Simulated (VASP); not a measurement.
# SbS (I4/mcm) in VASP: single point with r2SCAN

Aim: the single point of SbS with r2SCAN.

All numbers are computed with VASP 6.6.1; they aren't measurements. Logs are shortened: lines on timing, memory, paths and dates and some standing lists are left out, and cuts for length are marked.

## (1) The cell of the first run

Symmetry: I4/mcm, No. 140, tetragonal system. Conventional cell: a = 7.760 Å, b = 7.760 Å, c = 6.745 Å, α = 90.00°, β = 90.00°, γ = 90.00°. Sb (site symmetry 422) has 8 S at 3.31 Å and 6 Sb at 3.37 to 3.88 Å within 4.4 Å. Within 3.4 Å of Sb (site symmetry -42m) lie 4 S at 2.58 Å and 2 Sb at 3.37 Å. Within 3.4 Å of S (site symmetry m2m) lie 6 Sb at 2.58 to 3.31 Å.

## (2) Single point, r2SCAN

File POSCAR:

```
SbS
1.0
   -3.8798590000      3.8798590000      3.3723810000
    3.8798590000     -3.8798590000      3.3723810000
    3.8798590000      3.8798590000     -3.3723810000
Sb S
4 4
Direct
    0.2500000000      0.2500000000      0.0000000000
    0.7500000000      0.7500000000      0.0000000000
    0.7500000000      0.2500000000      0.5000000000
    0.2500000000      0.7500000000      0.5000000000
    0.6784000000      0.1784000000      0.8568000000
    0.1784000000      0.3216000000      0.5000000000
    0.3216000000      0.8216000000      0.1432000000
    0.8216000000      0.6784000000      0.5000000000
```

File INCAR.step1:

```
SYSTEM = SbS
ALGO = Normal
EDIFF = 1E-4
ENCUT = 520
GGA = PE
ISMEAR = -1
LASPH = .True.
LCHARG = .False.
LREAL = .False.
LWAVE = .True.
NBANDS = 32
NELM = 80
PREC = Accurate
SIGMA = 0.1
```

File INCAR.step2:

```
SYSTEM = SbS
ALGO = Normal
EDIFF = 1E-6
ENCUT = 520
ISIF = 2
ISMEAR = -1
ISTART = 1
LASPH = .True.
LCHARG = .False.
LMIXTAU = .True.
LREAL = .False.
LWAVE = .False.
METAGGA = R2SCAN
NBANDS = 32
NELM = 80
PREC = Accurate
SIGMA = 0.1
```

File KPOINTS:

```
k-points
0
Gamma
  7 7 7
  0 0 0
```

Potentials or basis: VASP PAW PBE potentials, release 64 (Sb, S).

Launch:

```bash
> cat potpaw_PBE.64/Sb/POTCAR potpaw_PBE.64/S/POTCAR > POTCAR
> cp INCAR.step1 INCAR
> mpirun -np 1 vasp_std > vasp.out
> cp INCAR.step2 INCAR
> mpirun -np 1 vasp_std > vasp.out
```

OUTCAR:

```text
SYSTEM = SbS
   EDIFF = 1E-6
   ENCUT = 520
   ISIF = 2
   ISMEAR = -1
   ISTART = 1
   LASPH = .True.
   LREAL = .False.
   METAGGA = R2SCAN
   NELM = 80
   PREC = Accurate

 ion  position               nearest neighbor table
   1  0.250  0.250  0.000-   2 3.37   2 3.37
   2  0.750  0.750  0.000-   1 3.37   1 3.37
   3  0.750  0.250  0.500-   5 2.58   7 2.58   6 2.58   8 2.58   4 3.37   4 3.37
   4  0.250  0.750  0.500-   7 2.58   5 2.58   6 2.58   8 2.58   3 3.37   3 3.37
   5  0.678  0.178  0.857-   3 2.58   4 2.58
   6  0.178  0.322  0.500-   3 2.58   4 2.58
   7  0.322  0.822  0.143-   4 2.58   3 2.58
   8  0.822  0.678  0.500-   3 2.58   4 2.58

  LATTYP: Found a body centered tetragonal cell.
 ALAT       =     7.7597180000
 C/A-ratio  =     0.8692019478

  Lattice vectors:

 A1 = (  -3.8798590000,   3.8798590000,   3.3723810000)
 A2 = (   3.8798590000,  -3.8798590000,   3.3723810000)
 A3 = (   3.8798590000,   3.8798590000,  -3.3723810000)

Analysis of symmetry for initial positions (statically):
=====================================================================
 Subroutine PRICEL returns:
 Original cell was already a primitive cell.

 Routine SETGRP: Setting up the symmetry group for a
 body centered tetragonal supercell.

 Subroutine GETGRP returns: Found 16 space group operations
 (whereof  8 operations were pure point group operations)
 out of a pool of 16 trial point group operations.

The static configuration has the point symmetry C_4h.
 The point group associated with its full space group is D_4h.

Analysis of symmetry for dynamics (positions and initial velocities):
=====================================================================
 Subroutine PRICEL returns:
 Original cell was already a primitive cell.

 Routine SETGRP: Setting up the symmetry group for a
 body centered tetragonal supercell.

 Subroutine GETGRP returns: Found 16 space group operations
 (whereof  8 operations were pure point group operations)
 out of a pool of 16 trial point group operations.

The dynamic configuration has the point symmetry C_4h.
 The point group associated with its full space group is D_4h.

 Subroutine INISYM returns: Found 16 space group operations
 (whereof  8 operations are pure point group operations),
 and found     1 'primitive' translations

[... 109 lines left out ...]
   NSW    =      0    number of steps for IOM
   IBRION =     -1    ionic relax: 0-MD 1-quasi-New 2-CG
   NFREE  =      0    steps in history (QN), initial steepest desc. (CG)
   ISIF   =      2    stress and relaxation
   ISYM   =      2    0-nonsym 1-usesym 2-fastsym
   POTIM  = 0.5000    time-step for ionic-motion
   TEBEG  =    0.0;   TEEND  =   0.0 temperature during run
   PSTRESS=    0.0 pullay stress
   NELECT =      44.0000    total number of electrons
   NUPDOWN=      -1.0000    fix difference up-down
   EMIN   =  10.00;   EMAX   =-10.00  energy-range for DOS
   EFERMI =   0.00;   METHOD = LEGACY
   ISMEAR =    -1;   SIGMA  =   0.10  broadening in eV -4-tet -1-fermi 0-gaus
   EFERMI_NEDOS =   21; number of points for ismear=-14 and -15
   IALGO  =     38    algorithm
   IMIX   =      4    mixing-type and parameters
     AMIX     =   0.40;   BMIX     =  1.00
     AMIX_MAG =   1.60;   BMIX_MAG =  1.00
  volume/ion in A,a.u.               =      25.38       171.29
  Fermi-wavevector in a.u.,A,eV,Ry     =   0.983293  1.858154 13.154995  0.966865
  Thomas-Fermi vector in A             =   2.114440
   LORBIT       =      0    0 simple, 1 ext, 2 COOP (PROOUT), +10 PAW based schemes
   METAGGA = R2SCAN    functional components
   LHFCALC =     F    Hartree Fock is set to
   AEXX    =    0.0000 exact exchange contribution
   IVDW    =     0    specifies the selected vdW correction
   LEPSILON=     F    determine dielectric tensor
   LRPA    =     F    only Hartree local field effects (RPA)
 non-spin polarized calculation
  energy-cutoff  :      520.00
  volume of cell :      203.06
 maximum number of plane-waves:      5504
   NGX = 23   NGY = 23   NGZ = 23

 number of electron      43.9999995 magnetization

 Free energy of the ion-electron system (eV)
  ---------------------------------------------------
  ext. energy  EPLUGINS =         0.00000000
  ---------------------------------------------------
  free energy    TOTEN  =      -131.89972741 eV

  energy without entropy =     -131.77036905  energy(sigma->0) =     -131.83504823

 E-fermi :   6.4160     XC(G=0): -10.0511

 val. band max:        6.4055428786   @ k =  -0.2857   0.2857   0.0000
 cond. band min:       6.4302338414   @ k =  -0.2857   0.4286   0.1429
 fundamental gap:      0.0246909628
 Fermi energy:         6.4159979560

 k-point     1 :       0.0000    0.0000    0.0000
  band No.  band energies     occupation
      1      -9.3058      2.00000
      2      -7.6110      2.00000
      3      -7.2871      2.00000
      4      -7.2871      2.00000
      5      -3.8062      2.00000
      6      -3.7980      2.00000
[... 829 lines left out ...]
     31       9.6698      0.00000
     32      10.3472      0.00000

 [... further k-points ...]

------------------------ aborting loop because EDIFF is reached ----------------------------------------

  FORCE on cell =-STRESS in cart. coord.  units (eV):
  Direction    XX          YY          ZZ          XY          YZ          ZX
  --------------------------------------------------------------------------------------
  -------------------------------------------------------------------------------------
  Total       -0.0253793     -0.0253793      5.0524614      0.0000000      0.0000000      0.0000000
  in kB       -0.2002446     -0.2002446     39.8643855      0.0000000      0.0000000      0.0000000
  external PRESSURE =      13.1546321 kB  Pullay stress =       0.0000000 kB

 VOLUME and BASIS-vectors are now :
 -----------------------------------------------------------------------------
  energy-cutoff  :      520.00
  volume of cell :      203.06
      direct lattice vectors                 reciprocal lattice vectors
    -3.879859000  3.879859000  3.372381000     0.000000000  0.128870663  0.148263200
     3.879859000 -3.879859000  3.372381000     0.128870663  0.000000000  0.148263200
     3.879859000  3.879859000 -3.372381000     0.128870663  0.128870663  0.000000000

 POSITION                                       TOTAL-FORCE (eV/Angst)
 -----------------------------------------------------------------------------------
      0.00000      0.00000      1.68619         0.000000      0.000000     -0.000000
      0.00000      0.00000      5.05857         0.000000      0.000000     -0.000000
     -0.00000      3.87986      1.68619         0.000000      0.000000     -0.000000
      3.87986     -0.00000      1.68619         0.000000      0.000000     -0.000000
      1.38433      5.26419      0.00000         0.433112      0.433112     -0.000000
      2.49553      1.38433      0.00000        -0.433112      0.433112      0.000000
      2.49553     -1.38433      3.37238        -0.433112     -0.433112      0.000000
      1.38433      2.49553      3.37238         0.433112     -0.433112     -0.000000
 -----------------------------------------------------------------------------------
    total drift:                               -0.000000      0.000000     -0.000000

  FREE ENERGIE OF THE ION-ELECTRON SYSTEM (eV)
  ---------------------------------------------------
  free  energy   TOTEN  =      -131.8997274146 eV

  energy  without entropy=     -131.7703690506  energy(sigma->0) =     -131.83504823
```

It took 11 min on 1 thread of Intel Xeon Platinum 8259CL at 2.50GHz (Skylake/Cascade Lake), shared host; peak memory 0.49 GiB.

What came out:

```yaml
Free_energy: -131.8997 eV
Pressure: 1.3 GPa
Largest_force: 0.613 eV/Å
Band_gap_on_the_k_mesh: zero (bands 22 and 23 overlap by 1.72 eV)
```

Forces in eV/Å, atoms in the order of the input:
```
Sb   0.000  0.000  0.000
Sb   0.000  0.000  0.000
Sb   0.000  0.000  0.000
Sb   0.000  0.000  0.000
S    0.433  0.433  0.000
S   -0.433  0.433  0.000
S   -0.433 -0.433  0.000
S    0.433 -0.433  0.000
```

Stress tensor (GPa, compression positive):
```
-0.02  0.00  0.00
 0.00 -0.02  0.00
 0.00  0.00  3.99
```

Caveat: the PAW data sets were made with another functional, which shifts forces and pressure a little; spin-orbit coupling is left out, which moves the levels of the heavy elements.
